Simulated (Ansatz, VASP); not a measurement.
# PbO: VASP beside Ansatz

INCAR

```
PREC = Accurate
ENCUT = 600
EDIFF = 1E-6
ISMEAR = 0
SIGMA = 0.1
LREAL = F
LASPH = T
NELM = 120
ALGO = Normal
ISIF = 2
LWAVE = F
LCHARG = F
GGA = PS
NBANDS = 28
GGA_COMPAT = F
```

The input KPOINTS:

```
regular mesh
0
Gamma
  4 4 4
```

The input POSCAR:

```
PbO
1.0
    3.9900000000      0.0000000000      0.0000000000
    0.0000000000      3.9900000000      0.0000000000
    0.0000000000      0.0000000000      5.0100000000
Pb O
2 2
Direct
    0.0000000000      0.5000000000      0.2400000000
    0.5000000000      0.0000000000      0.7600000000
    0.0000000000      0.0000000000      0.0000000000
    0.5000000000      0.5000000000      0.0000000000
```

Input for Ansatz:

```yaml
crystal:
  lattice:
    - [3.99, 0.0, 0.0]
    - [0.0, 3.99, 0.0]
    - [0.0, 0.0, 5.01]
  atoms:
    - { symbol: Pb, position: [0.0, 0.5, 0.24] }
    - { symbol: Pb, position: [0.5, 0.0, 0.76] }
    - { symbol: O, position: [0.0, 0.0, 0.0] }
    - { symbol: O, position: [0.5, 0.5, 0.0] }
basis:
  ecutwfc: 420
kpoints:
  mp_grid: { grid: [4, 4, 4] }
hamiltonian:
  xc: pbesol
scf:
  occupations: { method: gaussian, width: 0.1 }
output:
  forces: true
  stress: true
  eigenvalues: true
```

Alike in both runs: task single point; functional PBEsol; k mesh 4 × 4 × 4; occupations gaussian, width 0.1 eV; no spin polarisation.

|  | VASP | Ansatz |
| --- | --- | --- |
| version | VASP 6.6.1 | Ansatz 0.2.0 |
| potentials or method | VASP PAW PBE potentials, release 64 (Pb_d, O), cutoff 600 eV | scalar-relativistic, plane waves, PAW |
| valence electrons in the cell | 40 | 40 |

```tsv
	VASP	Ansatz	Ansatz less VASP
gap on the k mesh at the Fermi level (eV)	1.10	1.09	-0.008
least direct gap on the mesh (eV)	2.05	2.04	-0.002
pressure (GPa)	-0.8	-0.9	-0.06
traceless stress, the component that is largest in VASP (GPa)	-0.25	-0.25	+0.007
rms of the force components (eV/Å)	0.120	0.136	+0.0159
```

VASP's potentials were made for PBE, not for PBEsol. Atom by atom the forces differ by 0.016 eV/Å (rms over components).

Neither program's run includes spin-orbit coupling.
